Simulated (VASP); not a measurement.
# KTaB in VASP: a series of runs

Runs on KTaB. Level: PBE. Tasks: single point.

Program: VASP 6.6.1. These are calculated values, not measurements. Logs are shortened: lines on timing, memory, paths and dates and some standing lists are left out, and cuts for length are marked.

## 1. The cell of the first run

The cell holds a sheet with vacuum, 3 atoms: a = 3.464 Å, b = 3.464 Å, c = 29.323 Å, α = 90.00°, β = 90.00°, γ = 120.00°.

## 2. Single point, PBE

The input, INCAR:

```
PREC = Accurate ; ENCUT = 520
EDIFF = 1E-6 ; ISMEAR = 0
SIGMA = 0.1 ; LREAL = F
LASPH = T ; NELM = 100
ALGO = Normal ; ISIF = 2
LWAVE = F ; LCHARG = F
LDIPOL = T ; IDIPOL = 3
DIPOL = 0.5 0.5 0.289 ; GGA = PE
NBANDS = 18
```

The input, KPOINTS:

```
regular mesh
0
Gamma
  18 18 1
```

The input, POSCAR:

```
KTaB
1.0
    3.4637953454     -0.0000002733      0.0000000000
   -1.7318974360      2.9997348992      0.0000000000
    0.0000000000      0.0000000000     29.3232326800
K Ta B
1 1 1
Direct
    0.3333333333      0.6666666667      0.3489992790
    0.0000000000      0.0000000000      0.2442504094
    0.6666666667      0.3333333333      0.2728208198
```

Potentials or basis: VASP PAW PBE potentials, release 64 (K_sv, Ta_pv, B).

Launch:

```sh
cat potpaw_PBE.64/K_sv/POTCAR potpaw_PBE.64/Ta_pv/POTCAR potpaw_PBE.64/B/POTCAR > POTCAR
mpirun -np 1 vasp_std > vasp.out
```

OUTCAR:

```text
PREC = Accurate
   ENCUT = 520
   EDIFF = 1E-6
   ISMEAR = 0
   LREAL = F
   LASPH = T
   NELM = 100
   ISIF = 2
   GGA = PE

 ion  position               nearest neighbor table
   1  0.333  0.667  0.349-   2 3.67   2 3.67   2 3.67
   2  0.000  0.000  0.244-   3 2.17   3 2.17   3 2.17   1 3.67   1 3.67   1 3.67
   3  0.667  0.333  0.273-   2 2.17   2 2.17   2 2.17

  LATTYP: Found a hexagonal cell.
 ALAT       =     3.4637953454
 C/A-ratio  =     8.4656366084

  Lattice vectors:

 A1 = (   3.4637953454,  -0.0000002733,   0.0000000000)
 A2 = (  -1.7318974360,   2.9997348992,   0.0000000000)
 A3 = (   0.0000000000,   0.0000000000,  29.3232326800)

Analysis of symmetry for initial positions (statically):
=====================================================================
 Subroutine PRICEL returns:
 Original cell was already a primitive cell.

 Routine SETGRP: Setting up the symmetry group for a
 hexagonal supercell.

 Subroutine GETGRP returns: Found  6 space group operations
 (whereof  6 operations were pure point group operations)
 out of a pool of 24 trial point group operations.

The static configuration has the point symmetry C_3v.

Analysis of symmetry for dynamics (positions and initial velocities):
=====================================================================
 Subroutine PRICEL returns:
 Original cell was already a primitive cell.

 Routine SETGRP: Setting up the symmetry group for a
 hexagonal supercell.

 Subroutine GETGRP returns: Found  6 space group operations
 (whereof  6 operations were pure point group operations)
 out of a pool of 24 trial point group operations.

The dynamic configuration has the point symmetry C_3v.

 Subroutine INISYM returns: Found  6 space group operations
 (whereof  6 operations are pure point group operations),
 and found     1 'primitive' translations

----------------------------------------------------------------------------------------

                                     Primitive cell

  volume of cell :     304.6821

  direct lattice vectors                    reciprocal lattice vectors
     3.463795345 -0.000000273  0.000000000     0.288700672  0.166681381  0.000000000
    -1.731897436  2.999734899  0.000000000     0.000000026  0.333362807  0.000000000
     0.000000000  0.000000000 29.323232680     0.000000000  0.000000000  0.034102652

  length of vectors
     3.463795345  3.463795345 29.323232680     0.333362807  0.333362807  0.034102652

  position of ions in fractional coordinates (direct lattice)
[... 89 lines left out ...]
   POTIM  = 0.5000    time-step for ionic-motion
   TEBEG  =    0.0;   TEEND  =   0.0 temperature during run
   PSTRESS=    0.0 pullay stress
   NELECT =      23.0000    total number of electrons
   NUPDOWN=      -1.0000    fix difference up-down
   EMIN   =  10.00;   EMAX   =-10.00  energy-range for DOS
   EFERMI =   0.00;   METHOD = LEGACY
   ISMEAR =     0;   SIGMA  =   0.10  broadening in eV -4-tet -1-fermi 0-gaus
   EFERMI_NEDOS =   21; number of points for ismear=-14 and -15
   IALGO  =     38    algorithm
   IMIX   =      4    mixing-type and parameters
     AMIX     =   0.40;   BMIX     =  1.00
     AMIX_MAG =   1.60;   BMIX_MAG =  1.00
  volume/ion in A,a.u.               =     101.56       685.37
  Fermi-wavevector in a.u.,A,eV,Ry     =   0.691887  1.307477  6.513211  0.478708
  Thomas-Fermi vector in A             =   1.773664
   LORBIT       =      0    0 simple, 1 ext, 2 COOP (PROOUT), +10 PAW based schemes
   GGA     = PE    functional components
   LHFCALC =     F    Hartree Fock is set to
   AEXX    =    0.0000 exact exchange contribution
   IVDW    =     0    specifies the selected vdW correction
   LEPSILON=     F    determine dielectric tensor
   LRPA    =     F    only Hartree local field effects (RPA)
 non-spin polarized calculation
 Gauss-broadening in eV      SIGMA  =   0.10
  energy-cutoff  :      520.00
  volume of cell :      304.68
 maximum number of plane-waves:      8275
 NGX is ok and might be reduce to    28
   NGX = 13   NGY = 13   NGZ =109

 dipolmoment           0.000000      0.000000      0.023295 electrons x Angstroem

 number of electron      23.0000000 magnetization

 dipolmoment           0.000000      0.000000     -0.079032 electrons x Angstroem

 Free energy of the ion-electron system (eV)
  ---------------------------------------------------
  ext. energy  EPLUGINS =         0.00000000
  ---------------------------------------------------
  free energy    TOTEN  =       -16.49047647 eV

  energy without entropy =      -16.47022300  energy(sigma->0) =      -16.48034973

 E-fermi :  -2.2607     XC(G=0):  -2.6760

 val. band max:       -2.2637734892   @ k =   0.3889   0.2222   0.0000
 cond. band min:      -2.2493537063   @ k =   0.1111   0.1111   0.0000
 fundamental gap:      0.0144197830
 Fermi energy:        -2.2607474292

 k-point     1 :       0.0000    0.0000    0.0000
  band No.  band energies     occupation
      1     -36.7712      2.00000
      2     -36.4685      2.00000
      3     -36.4685      2.00000
      4     -34.0802      2.00000
      5     -17.5121      2.00000
      6     -17.2547      2.00000
[... 481 lines left out ...]
      5     -18.0281      2.00000
      6     -17.4924      2.00000
[... 10 lines left out ...]
     17       1.2651      0.00000
     18       2.1124      0.00000

 [... further k-points ...]

------------------------ aborting loop because EDIFF is reached ----------------------------------------

 vacuum level on the upper side and lower side of the slab       (xc-potential included)        -0.683         0.669

  FORCE on cell =-STRESS in cart. coord.  units (eV):
  Direction    XX          YY          ZZ          XY          YZ          ZX
  --------------------------------------------------------------------------------------
  -------------------------------------------------------------------------------------
  Total        0.0448158      0.0448158      0.0297380      0.0000000      0.0000000      0.0000000
  in kB        0.2356646      0.2356646      0.1563777      0.0000000      0.0000000      0.0000000
  external PRESSURE =       0.2092357 kB  Pullay stress =       0.0000000 kB

 VOLUME and BASIS-vectors are now :
 -----------------------------------------------------------------------------
  energy-cutoff  :      520.00
  volume of cell :      304.68
      direct lattice vectors                 reciprocal lattice vectors
     3.463795345 -0.000000273  0.000000000     0.288700672  0.166681381  0.000000000
    -1.731897436  2.999734899  0.000000000     0.000000026  0.333362807  0.000000000
     0.000000000  0.000000000 29.323232680     0.000000000  0.000000000  0.034102652

 POSITION                                       TOTAL-FORCE (eV/Angst)
 -----------------------------------------------------------------------------------
      0.00000      1.99982     10.23379         0.000000      0.000000      0.009896
      0.00000      0.00000      7.16221        -0.000000     -0.000000     -0.023893
      1.73190      0.99991      7.99999        -0.000000     -0.000000      0.013997
 -----------------------------------------------------------------------------------
    total drift:                                0.000000     -0.000000     -0.000091

  FREE ENERGIE OF THE ION-ELECTRON SYSTEM (eV)
  ---------------------------------------------------
  free  energy   TOTEN  =       -16.4904764709 eV

  energy  without entropy=      -16.4702229962  energy(sigma->0) =      -16.48034973

 vacuum level on the upper side and lower side of the slab         0.806         2.183
```

stdout:

```text
POSCAR found type information on POSCAR K TaB
 POSCAR found :  3 types and       3 ions
 scaLAPACK will be used
 LDA part: xc-table for (Slater+PW92), standard interpolation
 POSCAR, INCAR and KPOINTS ok, starting setup
 FFT: planning ... GRIDC
 FFT: planning ... GRID_SOFT
 FFT: planning ... GRID
 WAVECAR not read
 entering main loop
```

Wall time 3.1 min (1 thread of Intel Xeon 6975P-C (Granite Rapids), shared host); peak memory 0.56 GiB.

What came out:

```
Free energy            : -16.4905 eV
Largest force          : 0.024 eV/Å
Band gap on the k mesh : zero (an odd number of electrons rules out a gap without spin polarisation)
```

Forces on the atoms (eV/Å):
```
K    0.000  0.000  0.010
Ta   0.000  0.000 -0.024
B    0.000  0.000  0.014
```

Levels at points of the mesh, in eV from the Fermi level:
| k point | band 9 | band 10 | band 11 | band 12 | band 13 | band 14 |
| --- | --- | --- | --- | --- | --- | --- |
| (0.00, 0.00, 0.00) | -2.93 | -1.65 | -1.65 | -0.52 | -0.24 | 1.75 |
| (0.50, 0.00, 0.00) | -3.19 | -0.98 | -0.54 | 0.16 | 1.34 | 2.16 |

Caveat: spin-orbit coupling is left out, which moves the levels of the heavy elements.

## 3. Single point, PBE

The input, INCAR:

```
SYSTEM = KTaB
ALGO     = Normal         ! electronic algorithm
DIPOL    = 0.5 0.5 0.289
EDIFF    = 1E-6           ! SCF threshold, eV
ENCUT    = 520            ! plane-wave cutoff, eV
GGA      = PE             ! functional
IDIPOL   = 3            
ISIF     = 2              ! what is computed and relaxed
ISMEAR   = 0              ! smearing method
LASPH    = .TRUE.         ! aspherical terms in the spheres
LCHARG   = .FALSE.        ! write CHGCAR
LDIPOL   = .TRUE.       
LREAL    = .FALSE.        ! projectors in reciprocal space
LWAVE    = .FALSE.        ! write WAVECAR
NBANDS   = 18             ! bands
NELM     = 100            ! most SCF steps
PREC     = Accurate       ! precision mode
SIGMA    = 0.1            ! smearing width, eV
```

The input, KPOINTS:

```
k-points
0
G
  18 18 1
  0 0 0
```

POSCAR is that of step 2.

Potentials or basis: VASP PAW PBE potentials, release 64 (K_sv, Ta_pv, B).

Launch:

```sh
cat potpaw_PBE.64/K_sv/POTCAR potpaw_PBE.64/Ta_pv/POTCAR potpaw_PBE.64/B/POTCAR > POTCAR
mpirun -np 1 vasp_std > vasp.out
```

OUTCAR:

```text
SYSTEM = KTaB
   EDIFF = 1E-6
   ENCUT = 520
   GGA = PE
   ISIF = 2
   ISMEAR = 0
   LASPH = .TRUE.
   LREAL = .FALSE.
   NELM = 100
   PREC = Accurate

 ion  position               nearest neighbor table
   1  0.333  0.667  0.349-   2 3.67   2 3.67   2 3.67
   2  0.000  0.000  0.244-   3 2.17   3 2.17   3 2.17   1 3.67   1 3.67   1 3.67
   3  0.667  0.333  0.273-   2 2.17   2 2.17   2 2.17

  LATTYP: Found a hexagonal cell.
 ALAT       =     3.4637953454
 C/A-ratio  =     8.4656366084

  Lattice vectors:

[... 704 lines left out ...]
  --------------------------------------------------------------------------------------
  -------------------------------------------------------------------------------------
  Total        0.0448158      0.0448158      0.0297380      0.0000000      0.0000000      0.0000000
  in kB        0.2356646      0.2356646      0.1563777      0.0000000      0.0000000      0.0000000
  external PRESSURE =       0.2092357 kB  Pullay stress =       0.0000000 kB

 VOLUME and BASIS-vectors are now :
 -----------------------------------------------------------------------------
  energy-cutoff  :      520.00
  volume of cell :      304.68
      direct lattice vectors                 reciprocal lattice vectors
     3.463795345 -0.000000273  0.000000000     0.288700672  0.166681381  0.000000000
    -1.731897436  2.999734899  0.000000000     0.000000026  0.333362807  0.000000000
     0.000000000  0.000000000 29.323232680     0.000000000  0.000000000  0.034102652

 POSITION                                       TOTAL-FORCE (eV/Angst)
 -----------------------------------------------------------------------------------
      0.00000      1.99982     10.23379         0.000000      0.000000      0.009896
      0.00000      0.00000      7.16221        -0.000000     -0.000000     -0.023893
      1.73190      0.99991      7.99999        -0.000000     -0.000000      0.013997
 -----------------------------------------------------------------------------------
    total drift:                                0.000000     -0.000000     -0.000091

  FREE ENERGIE OF THE ION-ELECTRON SYSTEM (eV)
  ---------------------------------------------------
  free  energy   TOTEN  =       -16.4904764709 eV

  energy  without entropy=      -16.4702229962  energy(sigma->0) =      -16.48034973

 vacuum level on the upper side and lower side of the slab         0.806         2.183
```

OSZICAR:

```text
N       E                     dE             d eps       ncg     rms          rms(c)
DAV:   1     0.125285842500E+03    0.12529E+03   -0.10302E+04  1636   0.902E+02
DAV:   2    -0.109519202800E+02   -0.13624E+03   -0.13456E+03  1786   0.230E+02
DAV:   3    -0.226708311917E+02   -0.11719E+02   -0.11583E+02  2380   0.539E+01
[... 17 lines left out ...]
DAV:  21    -0.164904670309E+02   -0.31320E-05   -0.52656E-07  1102   0.247E-03    0.568E-04
DAV:  22    -0.164904731062E+02   -0.60753E-05   -0.45137E-07  1112   0.158E-03    0.371E-04
DAV:  23    -0.164904743186E+02   -0.12124E-05   -0.57693E-08  1096   0.562E-04    0.223E-04
DAV:  24    -0.164904759707E+02   -0.16521E-05   -0.68240E-08  1064   0.534E-04    0.268E-04
DAV:  25    -0.164904764709E+02   -0.50022E-06   -0.98159E-09  1046   0.307E-04
   1 F= -.16490476E+02 E0= -.16480350E+02  d E =-.202535E-01
```

stdout:

```text
POSCAR found type information on POSCAR K TaB
 POSCAR found :  3 types and       3 ions
 scaLAPACK will be used
 LDA part: xc-table for (Slater+PW92), standard interpolation
 POSCAR, INCAR and KPOINTS ok, starting setup
 FFT: planning ... GRIDC
 FFT: planning ... GRID_SOFT
 FFT: planning ... GRID
 WAVECAR not read
 entering main loop
```

Run time: 3.5 min. Hardware: 1 thread of Intel Xeon 6975P-C (Granite Rapids), shared host; peak memory 0.56 GiB.

What came out:

* Free energy: -16.4905 eV
* Largest force: 0.024 eV/Å
* Band gap on the k mesh: zero (an odd number of electrons rules out a gap without spin polarisation)

Forces in eV/Å, atoms in the order of the input:
```
K    0.000  0.000  0.010
Ta   0.000  0.000 -0.024
B    0.000  0.000  0.014
```

Caveat: spin-orbit coupling is left out, which moves the levels of the heavy elements.

## 4. Single point, PBE

This run uses another cell than the first one.

The input, INCAR:

```
SYSTEM = KTaB
PREC = Accurate
ENCUT = 520
EDIFF = 1E-6
ISMEAR = 0
SIGMA = 0.1
LREAL = .FALSE.
LASPH = .TRUE.
NELM = 100
ALGO = Normal
ISIF = 2
LWAVE = .FALSE.
LCHARG = .FALSE.
LDIPOL = .TRUE.
IDIPOL = 3
DIPOL = 0.5 0.5 0.289
GGA = PE
NBANDS = 18
```

The input, KPOINTS:

```
Automatic mesh
0
G
  18 18 1
  0 0 0
```

The input, POSCAR:

```
KTaB
1.0
    3.4549796883     -0.0000002726      0.0000000000
   -1.7274896081      2.9921003159      0.0000000000
    0.0000000000      0.0000000000     29.3232326800
K Ta B
1 1 1
Direct
    0.3333333333      0.6666666667      0.3492517199
    0.0000000000      0.0000000000      0.2439805952
    0.6666666667      0.3333333333      0.2728381931
```

Launch:

```sh
cat potpaw_PBE.64/K_sv/POTCAR potpaw_PBE.64/Ta_pv/POTCAR potpaw_PBE.64/B/POTCAR > POTCAR
mpirun -np 1 vasp_std > vasp.out
```

It took 3.4 min on 1 thread of Intel Xeon 6975P-C (Granite Rapids), shared host; peak memory 0.57 GiB.

It converged, with:

- Free energy: -16.4900 eV
- Largest force: 0.015 eV/Å
- Band gap on the k mesh: zero (an odd number of electrons rules out a gap without spin polarisation)

Forces on the atoms (eV/Å):
```
K    0.000  0.000 -0.013
Ta   0.000  0.000 -0.001
B    0.000  0.000  0.015
```

Levels at points of the mesh, in eV from the Fermi level:
| k point | band 7 | band 8 | band 9 | band 10 | band 11 | band 12 | band 13 | band 14 | band 15 | band 16 |
| --- | --- | --- | --- | --- | --- | --- | --- | --- | --- | --- |
| (0.00, 0.00, 0.00) | -15.01 | -7.80 | -2.95 | -1.63 | -1.63 | -0.53 | -0.24 | 1.73 | 1.90 | 1.90 |
| (0.50, 0.00, 0.00) | -15.09 | -5.70 | -3.20 | -0.98 | -0.53 | 0.16 | 1.33 | 2.17 | 2.41 | 3.11 |

Caveat: spin-orbit coupling is left out, which moves the levels of the heavy elements.
